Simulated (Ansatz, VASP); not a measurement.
**One calculation of BAs, two programs**

```
B As
1.0
     0.00000    2.21206    2.21206
     2.21206    0.00000    2.21206
     2.21206    2.21206    0.00000
B As
1 1
Direct
  0.00000 0.00000 0.00000
  0.75000 0.75000 0.75000
```

Change from the starting cell: strain -0.080 along x and y, -0.080 along z, atoms carried along.

Alike in both runs: task single point; functional PBE; k mesh 10 × 10 × 10; occupations gaussian, width 0.05 eV; no spin polarisation.

|  | VASP | Ansatz |
| --- | --- | --- |
| version | VASP 6.6.1 | Ansatz 0.2.0 |
| potentials or method | VASP PAW PBE potentials, release 64 (B, As), cutoff 520 eV | scalar-relativistic, plane waves, PAW |
| valence electrons in the cell | 8 | 18 |

Ansatz gave:

- gap on the k mesh at the Fermi level (eV): 0.93
- least direct gap on the mesh (eV): 3.62
- pressure (GPa): 54.5

Q: Which values does VASP return?

A: gap on the k mesh at the Fermi level (eV): 0.92; least direct gap on the mesh (eV): 3.62; pressure (GPa): 56.5.

Both programs put the cell under a high pressure, so it lies far from rest at this level. VASP's potentials hold 8 valence electrons a cell and Ansatz's 18, so a difference there can come from the potentials and not from the codes.
